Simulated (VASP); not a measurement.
Write the native input for VASP 6.6.1 that does the following.

```
Task                   : single point
Functional             : r2SCAN
Potentials or basis    : VASP PAW PBE potentials, release 64 (In_d, As)
Cutoff                 : 520 eV
k mesh                 : 8 × 8 × 8
Occupations            : fermi-dirac, width 0.05 eV
Spin                   : no spin polarisation
Dipole correction      : no
Further INCAR settings : ALGO = Normal; EDIFF = 1e-06; NBANDS = 16
```

InAs:

```
CELL_PARAMETERS angstrom
0.00000 3.03799 3.03799
3.03799 0.00000 3.03799
3.03799 3.03799 0.00000
ATOMIC_POSITIONS crystal
In 0.00000 0.00000 0.00000
As 0.75000 0.75000 0.75000
```

One way to write it, as run:

POSCAR

```
InAs
1.0
    0.0000000000      3.0379873375      3.0379873375
    3.0379873375      0.0000000000      3.0379873375
    3.0379873375      3.0379873375      0.0000000000
In As
1 1
Direct
    0.0000000000      0.0000000000      0.0000000000
    0.7500000000      0.7500000000      0.7500000000
```

INCAR.step1

```
SYSTEM = InAs
PREC = Accurate
ENCUT = 520
ISMEAR = -1
SIGMA = 0.05
LREAL = .False.
LASPH = .True.
NELM = 60
NBANDS = 16
GGA = PE
ALGO = Normal
EDIFF = 1E-4
LWAVE = .True.
LCHARG = .False.
```

INCAR.step2

```
SYSTEM = InAs
PREC = Accurate
ENCUT = 520
EDIFF = 1E-6
ISMEAR = -1
SIGMA = 0.05
LREAL = .False.
LASPH = .True.
NELM = 60
ALGO = Normal
ISIF = 2
LWAVE = .False.
LCHARG = .True.
METAGGA = R2SCAN
LMIXTAU = .True.
LELF = .True.
LVHAR = .True.
NBANDS = 16
ISTART = 1
```

KPOINTS

```
Automatic mesh
0
Gamma
  8 8 8
  0 0 0
```

Potentials or basis: VASP PAW PBE potentials, release 64 (In_d, As).

Launch:

```bash
$ cat potpaw_PBE.64/In_d/POTCAR potpaw_PBE.64/As/POTCAR > POTCAR
$ cp INCAR.step1 INCAR
$ mpirun -np 1 vasp_std > vasp.out
$ cp INCAR.step2 INCAR
$ mpirun -np 1 vasp_std > vasp.out
```

Results of the run:

| Property | Result |
| --- | --- |
| Pressure | 1.0 GPa |
| Band gap on the k mesh | 0.17 eV, direct |

Caveat: the PAW data sets were made with another functional, which shifts forces and pressure a little; spin-orbit coupling is left out, which moves the levels of the heavy elements.

It took 36 s on 1 thread of Intel(R) Xeon(R) 6975P-C (Granite Rapids) (shared host), peak memory 0.19 GiB.
